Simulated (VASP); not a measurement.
# Ge4H in VASP: further runs

Runs on Ge4H. Level: PBE+D3(BJ). Tasks: single point.

All numbers are computed with VASP 6.6.1; they aren't measurements. Logs are shortened: lines on timing, memory, paths and dates and some standing lists are left out, and cuts for length are marked.

## 1. The cell of the first run

The cell holds a slab with vacuum, 20 atoms: a = 8.060 Å, b = 8.060 Å, c = 22.863 Å, α = 90.00°, β = 90.00°, γ = 120.00°.

## 2. Single point, PBE+D3(BJ)

File INCAR:

```
SYSTEM = Ge4H
ALGO = Normal ; DIPOL = 0.5 0.5 0.453
EDIFF = 1E-6 ; ENCUT = 520
GGA = PE ; IDIPOL = 3
ISIF = 2 ; ISMEAR = 0
IVDW = 12 ; LASPH = .TRUE.
LCHARG = .FALSE. ; LDIPOL = .TRUE.
LREAL = Auto ; LWAVE = .FALSE.
NBANDS = 130 ; NELM = 80
PREC = Accurate ; SIGMA = 0.1
```

File KPOINTS:

```
k-points
0
G
  3 3 1
  0 0 0
```

File POSCAR:

```
Ge4H
1.0
    8.0601468099      0.0000000000      0.0000000000
   -4.0300734049      6.9802918956      0.0000000000
    0.0000000000      0.0000000000     22.8631764450
Ge H
16 4
Direct
    0.6666666667      0.3333333333      0.3499076350
    0.6666666667      0.8333333333      0.3499076350
    0.1666666667      0.3333333333      0.3499076350
    0.1666666667      0.8333333333      0.3499076350
    0.5000000000      0.5000000000      0.3858884312
    0.5000000000      0.0000000000      0.3858884312
    0.0000000000      0.5000000000      0.3858884312
    0.0000000000      0.0000000000      0.3858884312
    0.0014588058      0.4985411942      0.5166752068
   -0.0065443546      0.0065443546      0.5151084253
    0.4934556454      0.5065443546      0.5151084253
    0.5014588058     -0.0014588058      0.5166752068
    0.8304180773      0.6695819227      0.5444378301
    0.8311043933      0.1688956067      0.5520118505
    0.3311043933      0.6688956067      0.5520118505
    0.3304180773      0.1695819227      0.5444378301
    0.6666411154      0.3333588846      0.4490434776
    0.6666101419      0.3333898581      0.4829214430
    1.1666411154      0.8333588846      0.4490434776
    1.1666101419      0.8333898581      0.4829214430
```

Potentials or basis: VASP PAW PBE potentials, release 64 (Ge_d, H).

Launch:

```sh
> cat potpaw_PBE.64/Ge_d/POTCAR potpaw_PBE.64/H/POTCAR > POTCAR
> mpirun -np 1 vasp_std > vasp.out
```

OUTCAR:

```text
SYSTEM = Ge4H
   EDIFF = 1E-6
   ENCUT = 520
   GGA = PE
   ISIF = 2
   ISMEAR = 0
   IVDW = 12
   LASPH = .TRUE.
   LREAL = Auto
   NELM = 80
   PREC = Accurate
 IVDW          = 12

 ion  position               nearest neighbor table
   1  0.667  0.333  0.350-   6 2.47   7 2.47   5 2.47
   2  0.667  0.833  0.350-   5 2.47   8 2.47   6 2.47
   3  0.167  0.333  0.350-   8 2.47   5 2.47   7 2.47
   4  0.167  0.833  0.350-   7 2.47   6 2.47   8 2.47
   5  0.500  0.500  0.386-   2 2.47   3 2.47   1 2.47
   6  0.500  0.000  0.386-   1 2.47   4 2.47   2 2.47
[... 8 lines left out ...]
  15  0.331  0.669  0.552-  11 2.42  12 2.44   9 2.44
  16  0.330  0.170  0.544-  11 2.45  10 2.45  12 2.47
  17  0.667  0.333  0.449-  18 0.77
  18  0.667  0.333  0.483-  17 0.77
  19  0.167  0.833  0.449-  20 0.77
  20  0.167  0.833  0.483-  19 0.77

  LATTYP: Found a hexagonal cell.
 ALAT       =     8.0601468099
 C/A-ratio  =     2.8365707206

  Lattice vectors:

 A1 = (   8.0601468099,   0.0000000000,   0.0000000000)
 A2 = (  -4.0300734049,   6.9802918956,   0.0000000000)
 A3 = (   0.0000000000,   0.0000000000,  22.8631764450)

Analysis of symmetry for initial positions (statically):
=====================================================================
 Subroutine PRICEL returns following result:

  LATTYP: Found a simple orthorhombic cell.
 ALAT       =     4.0300734050
 B/A-ratio  =     1.7320508076
 C/A-ratio  =     5.6731414413

  Lattice vectors:

 A1 = (   2.0150367025,   3.4901459478,   0.0000000000)
 A2 = (  -6.0451101074,   3.4901459478,   0.0000000000)
 A3 = (   0.0000000000,   0.0000000000,  22.8631764450)

   2 primitive cells build up your supercell.

 Routine SETGRP: Setting up the symmetry group for a
 hexagonal supercell.

 Subroutine GETGRP returns: Found  2 space group operations
 (whereof  2 operations were pure point group operations)
 out of a pool of 24 trial point group operations.

The static configuration has the point symmetry C_1h.

Analysis of symmetry for dynamics (positions and initial velocities):
=====================================================================
 Subroutine PRICEL returns following result:

  LATTYP: Found a simple orthorhombic cell.
 ALAT       =     4.0300734050
 B/A-ratio  =     1.7320508076
 C/A-ratio  =     5.6731414413

  Lattice vectors:

 A1 = (   2.0150367025,   3.4901459478,   0.0000000000)
 A2 = (  -6.0451101074,   3.4901459478,   0.0000000000)
 A3 = (   0.0000000000,   0.0000000000,  22.8631764450)

   2 primitive cells build up your supercell.

 Routine SETGRP: Setting up the symmetry group for a
 hexagonal supercell.

 Subroutine GETGRP returns: Found  2 space group operations
 (whereof  2 operations were pure point group operations)
 out of a pool of 24 trial point group operations.

The dynamic configuration has the point symmetry C_1h.

 Subroutine INISYM returns: Found  2 space group operations
 (whereof  2 operations are pure point group operations),
 and found     2 'primitive' translations

----------------------------------------------------------------------------------------

                                     Primitive cell

  volume of cell :     643.1660

  direct lattice vectors                    reciprocal lattice vectors
     2.015036703  3.490145948  0.000000000     0.124067219  0.214890727  0.000000000
    -6.045110107  3.490145948  0.000000000    -0.124067219  0.071630242  0.000000000
     0.000000000  0.000000000 22.863176445     0.000000000  0.000000000  0.043738454

  length of vectors
     4.030073405  6.980291896 22.863176445     0.248134438  0.143260485  0.043738454

  position of ions in fractional coordinates (direct lattice)
     0.000000000  0.666666667  0.349907635
     0.500000000  0.166666667  0.349907635
     1.000000000  0.000000000  0.385888431
     0.500000000  0.500000000  0.385888431
     0.500000000  0.497082388  0.516675207
     1.000000000  0.013088709  0.515108425
     0.500000000  0.839163845  0.544437830
     0.000000000  0.337791213  0.552011851
     0.000000000  0.666717769  0.449043478
     0.000000000  0.666779716  0.482921443

  ion indices of the primitive-cell ions
   primitive index   ion index
                 1           1
                 2           2
                 3           5
                 4           6
                 5           9
                 6          11
                 7          13
                 8          14
                 9          17
                10          18

----------------------------------------------------------------------------------------

 KPOINTS: k-points

Automatic generation of k-mesh.
 Grid dimensions read from file:
 generate k-points for:    3    3    1

 Generating k-lattice:

  Cartesian coordinates                     Fractional coordinates (reciprocal lattice)
     0.041355740  0.023876747  0.000000000     0.333333333  0.000000000  0.000000000
     0.000000000  0.047753495  0.000000000     0.000000000  0.333333333  0.000000000
     0.000000000  0.000000000  0.043738454     0.000000000  0.000000000  1.000000000

  Length of vectors
     0.047753495  0.047753495  0.043738454

  Shift w.r.t. Gamma in fractional coordinates (k-lattice)
     0.000000000  0.000000000  0.000000000

 Subroutine IBZKPT returns following result:
 ===========================================

 Found      4 irreducible k-points:

 Following reciprocal coordinates:
            Coordinates               Weight
  0.000000  0.000000  0.000000      1.000000
  0.333333 -0.000000  0.000000      4.000000
 -0.333333  0.333333  0.000000      2.000000
  0.333333  0.333333  0.000000      2.000000
   k-points           NKPTS =      4   k-points in BZ     NKDIM =      4   number of bands    NBANDS=    130
   number of dos      NEDOS =    301   number of ions     NIONS =     20
   total plane-waves  NPLWV = 648000
   dimension x,y,z NGX =    60 NGY =   60 NGZ =  180
   dimension x,y,z NGXF=   120 NGYF=  120 NGZF=  360
   ions per type =              16   4
   NGX,Y,Z   is equivalent  to a cutoff of  12.38, 12.38, 13.09 a.u.
   NGXF,Y,Z  is equivalent  to a cutoff of  24.75, 24.75, 26.18 a.u.
 SYSTEM =  Ge4H
   PREC   = accura    normal or accurate (medium, high low for compatibility)
   ISTART =      0    job   : 0-new  1-cont  2-samecut
   ICHARG =      2    charge: 1-file 2-atom 10-const
   ISPIN  =      1    spin polarized calculation?
   LNONCOLLINEAR =      F non collinear calculations
   LSORBIT =      F    spin-orbit coupling
   LASPH  =      T    aspherical Exc in radial PAW
   ENCUT  =  520.0 eV  38.22 Ry    6.18 a.u.  14.99 14.99 42.51*2*pi/ulx,y,z
   NELM   =     80;   NELMIN=  2; NELMDL= -5     # of ELM steps
   EDIFF  = 0.1E-05   stopping-criterion for ELM
   LREAL  =      T    real-space projection
   EDIFFG = 0.1E-04   stopping-criterion for IOM
   NSW    =      0    number of steps for IOM
[... 5 lines left out ...]
   TEBEG  =    0.0;   TEEND  =   0.0 temperature during run
   PSTRESS=    0.0 pullay stress
   NELECT =     228.0000    total number of electrons
   NUPDOWN=      -1.0000    fix difference up-down
   EMIN   =  10.00;   EMAX   =-10.00  energy-range for DOS
   EFERMI =   0.00;   METHOD = LEGACY
   ISMEAR =     0;   SIGMA  =   0.10  broadening in eV -4-tet -1-fermi 0-gaus
   EFERMI_NEDOS =   21; number of points for ismear=-14 and -15
   IALGO  =     38    algorithm
   IMIX   =      4    mixing-type and parameters
     AMIX     =   0.40;   BMIX     =  1.00
     AMIX_MAG =   1.60;   BMIX_MAG =  1.00
  volume/ion in A,a.u.               =      64.32       434.03
  Fermi-wavevector in a.u.,A,eV,Ry     =   0.919607  1.737804 11.506125  0.845676
  Thomas-Fermi vector in A             =   2.044819
   LORBIT       =      0    0 simple, 1 ext, 2 COOP (PROOUT), +10 PAW based schemes
   GGA     = PE    functional components
   LHFCALC =     F    Hartree Fock is set to
   AEXX    =    0.0000 exact exchange contribution
   IVDW    =    12    specifies the selected vdW correction
   LEPSILON=     F    determine dielectric tensor
   LRPA    =     F    only Hartree local field effects (RPA)
 non-spin polarized calculation
 Gauss-broadening in eV      SIGMA  =   0.10
  energy-cutoff  :      520.00
  volume of cell :     1286.33
 maximum number of plane-waves:     34689
   NGX = 29   NGY = 29   NGZ = 85

 dipolmoment           0.000000      0.000000     -0.008041 electrons x Angstroem

 number of electron     228.0000015 magnetization

 dipolmoment           0.000000      0.000000      0.009627 electrons x Angstroem

 Free energy of the ion-electron system (eV)
  ---------------------------------------------------
  ext. energy  EPLUGINS =         0.00000000
  ---------------------------------------------------
  free energy    TOTEN  =       -77.74175039 eV

  energy without entropy =      -77.73312814  energy(sigma->0) =      -77.73743927

 E-fermi :  -1.8615     XC(G=0):  -3.5945

 val. band max:       -1.9659005217   @ k =   0.0000   0.0000   0.0000
 cond. band min:      -1.7535417813   @ k =   0.3333   0.3333   0.0000
 fundamental gap:      0.2123587404
 Fermi energy:        -1.8615223526

 k-point     1 :       0.0000    0.0000    0.0000
  band No.  band energies     occupation
      1     -26.3438      2.00000
      2     -26.3406      2.00000
      3     -26.3378      2.00000
      4     -26.3373      2.00000
      5     -26.3367      2.00000
      6     -26.3304      2.00000
[... 118 lines left out ...]
    125       0.1242      0.00000
    126       0.1516      0.00000

 k-point     2 :       0.3333   -0.0000    0.0000
  band No.  band energies     occupation
      1     -26.3508      2.00000
      2     -26.3507      2.00000
      3     -26.3419      2.00000
      4     -26.3384      2.00000
      5     -26.3377      2.00000
      6     -26.3343      2.00000
[... 118 lines left out ...]
    125       1.2117      0.00000
    126       1.5324      0.00000

 k-point     3 :      -0.3333    0.3333    0.0000
  band No.  band energies     occupation
      1     -26.3521      2.00000
      2     -26.3457      2.00000
      3     -26.3423      2.00000
      4     -26.3404      2.00000
      5     -26.3371      2.00000
      6     -26.3349      2.00000
[... 118 lines left out ...]
    125       1.2237      0.00000
    126       1.3526      0.00000

 k-point     4 :       0.3333    0.3333    0.0000
  band No.  band energies     occupation
      1     -26.3576      2.00000
      2     -26.3470      2.00000
      3     -26.3425      2.00000
      4     -26.3416      2.00000
      5     -26.3383      2.00000
      6     -26.3373      2.00000
[... 118 lines left out ...]
    125       1.5187      0.00000
    126       1.6281      0.00000
 [bands above 126 left out]

------------------------ aborting loop because EDIFF is reached ----------------------------------------

 vacuum level on the upper side and lower side of the slab       (xc-potential included)        -0.072        -0.099

 Edisp (eV)   -3.88581

 E8    (eV) :    -1.7483

  FORCE on cell =-STRESS in cart. coord.  units (eV):
  Direction    XX          YY          ZZ          XY          YZ          ZX
  --------------------------------------------------------------------------------------
  -------------------------------------------------------------------------------------
  Total       2.79791     3.32570    -0.85610     0.45709     0.00057    -0.00098
  in kB       3.48490     4.14229    -1.06631     0.56932     0.00071    -0.00122
  external pressure =        2.19 kB  Pullay stress =        0.00 kB

 VOLUME and BASIS-vectors are now :
 -----------------------------------------------------------------------------
  energy-cutoff  :      520.00
  volume of cell :     1286.33
      direct lattice vectors                 reciprocal lattice vectors
     8.060146810  0.000000000  0.000000000     0.124067219  0.071630242  0.000000000
    -4.030073405  6.980291896  0.000000000     0.000000000  0.143260485  0.000000000
     0.000000000  0.000000000 22.863176445     0.000000000  0.000000000  0.043738454

 POSITION                                       TOTAL-FORCE (eV/Angst)
 -----------------------------------------------------------------------------------
      4.03007      2.32676      8.00000         0.003881     -0.002241      0.100452
      2.01504      5.81691      8.00000        -0.007948      0.004589      0.367364
      0.00000      2.32676      8.00000        -0.007948      0.004589      0.367364
     -2.01504      5.81691      8.00000         0.003881     -0.002241      0.100452
      2.01504      3.49015      8.82264        -0.218364      0.126072     -0.283221
      4.03007      0.00000      8.82264         0.223613     -0.129103     -0.206799
[... 12 lines left out ...]
     -2.01535      5.81709     10.26656        -0.001238      0.000715      0.009692
     -2.01572      5.81730     11.04112        -0.000114      0.000066     -0.012204
 -----------------------------------------------------------------------------------
    total drift:                               -0.000630      0.000363     -0.002304

  FREE ENERGIE OF THE ION-ELECTRON SYSTEM (eV)
  ---------------------------------------------------
  free  energy   TOTEN  =       -81.6275566787 eV

  energy  without entropy=      -81.6189344338  energy(sigma->0) =      -81.62324556

 vacuum level on the upper side and lower side of the slab         2.554         2.526
```

Run time: 22 min. Hardware: 1 thread of Intel Xeon 6975P-C (Granite Rapids), shared host; peak memory 1.4 GiB.

What came out:

```yaml
Free_energy: -81.6276 eV
Largest_force: 0.379 eV/Å
Band_gap_on_the_k_mesh: 0.21 eV
Dispersion_energy_per_atom: -0.194 eV
```

Forces in eV/Å, atoms in the order of the input:
```
Ge   0.004 -0.002  0.100
Ge  -0.008  0.005  0.367
Ge  -0.008  0.005  0.367
Ge   0.004 -0.002  0.100
Ge  -0.218  0.126 -0.283
Ge   0.224 -0.129 -0.207
Ge   0.224 -0.129 -0.207
Ge  -0.218  0.126 -0.283
Ge   0.005 -0.003  0.013
Ge   0.000  0.000  0.007
Ge   0.000  0.000  0.007
Ge   0.005 -0.003  0.013
Ge  -0.004  0.003  0.003
Ge  -0.001  0.000  0.002
Ge  -0.001  0.000  0.002
Ge  -0.004  0.003  0.003
H   -0.001  0.001  0.010
H    0.000  0.000 -0.012
H   -0.001  0.001  0.010
H    0.000  0.000 -0.012
```

Levels at points of the mesh, in eV from the valence-band top:
```tsv
k point	band 112	band 113	band 114	band 115	band 116	band 117
(0.00, 0.00, 0.00)	-0.35	-0.01	0.00	0.28	0.45	0.70
```

## 3. Single point, PBE+D3(BJ)

This run uses another cell than the first one.

File INCAR:

```
  PREC = Accurate
  ENCUT = 520
  EDIFF = 1E-7
  ISMEAR = 0
  SIGMA = 0.1
  LREAL = Auto
  LASPH = T
  NELM = 100
  ALGO = Normal
  ISIF = 2
  LWAVE = F
  LCHARG = F
  LDIPOL = T
  IDIPOL = 3
  DIPOL = 0.5 0.5 0.412
  GGA = PE
  IVDW = 12
  NBANDS = 130
  KPAR = 2
  NCORE = 2
```

File KPOINTS:

```
regular mesh
0
Gamma
  3 3 1
```

File POSCAR:

```
Ge4H
1.0
    8.0601468099      0.0000000000      0.0000000000
   -4.0300734049      6.9802918956      0.0000000000
    0.0000000000      0.0000000000     26.3498764450
Ge H
16 4
Direct
    0.6666666667      0.3333333333      0.3616715251
    0.6666666667      0.8333333333      0.3616715251
    0.1666666667      0.3333333333      0.3616715251
    0.1666666667      0.8333333333      0.3616715251
    0.5000000000      0.5000000000      0.3928912271
    0.5000000000      0.0000000000      0.3928912271
    0.0000000000      0.5000000000      0.3928912271
    0.0000000000      0.0000000000      0.3928912271
   -0.0016926767      0.4984899274      0.4872737224
   -0.0032411308     -0.0021540216      0.4869939215
    0.4428144435      0.4708693831      0.4870823992
    0.4423465718     -0.0295589709      0.4877002476
    0.7925731211      0.6452361492      0.4931245436
    0.7924850638      0.1460792641      0.4926335848
    0.3152066132      0.6558048999      0.5356437468
    0.3132898255      0.1572173998      0.5348808710
    0.6663735788      0.3327452791      0.3025388386
    0.6659936482      0.8330833316      0.3025293095
    0.1651803204      0.3325295410      0.3024947128
    0.1661886333      0.8327370784      0.3024761780
```

Potentials or basis: VASP PAW PBE potentials, release 64 (Ge_d, H).

Launch:

```sh
> cat potpaw_PBE.64/Ge_d/POTCAR potpaw_PBE.64/H/POTCAR > POTCAR
> mpirun -np 4 vasp_std > vasp.out
```

It took 22 min on 4 MPI ranks of AMD EPYC 9755, shared host; peak memory 0.87 GiB.

The run converged. Its results:

```
Free energy                : -84.6823 eV
Largest force              : 0.225 eV/Å
Band gap on the k mesh     : 0.18 eV
Dispersion energy per atom : -0.176 eV
```

Forces in eV/Å, atoms in the order of the input:
```
Ge   0.000 -0.002  0.029
Ge   0.002  0.001  0.011
Ge  -0.063 -0.041  0.031
Ge  -0.063 -0.036  0.026
Ge   0.132  0.084  0.027
Ge   0.139  0.068  0.110
Ge  -0.072 -0.031 -0.161
Ge  -0.072 -0.053 -0.206
Ge  -0.009  0.003 -0.002
Ge  -0.013 -0.013  0.010
Ge  -0.011 -0.004  0.020
Ge  -0.004  0.001 -0.028
Ge   0.022  0.020 -0.053
Ge  -0.011 -0.014 -0.022
Ge  -0.012  0.024  0.024
Ge   0.036 -0.009  0.090
H   -0.001  0.003  0.023
H    0.002 -0.002  0.024
H    0.001  0.000  0.020
H   -0.002  0.001  0.027
```

Levels at points of the mesh, in eV from the valence-band top:
```tsv
k point	band 110	band 111	band 112	band 113	band 114	band 115	band 116	band 117	band 118	band 119
(0.00, 0.00, 0.00)	-0.70	-0.59	-0.50	-0.10	0.00	0.18	0.19	0.92	1.05	1.16
```
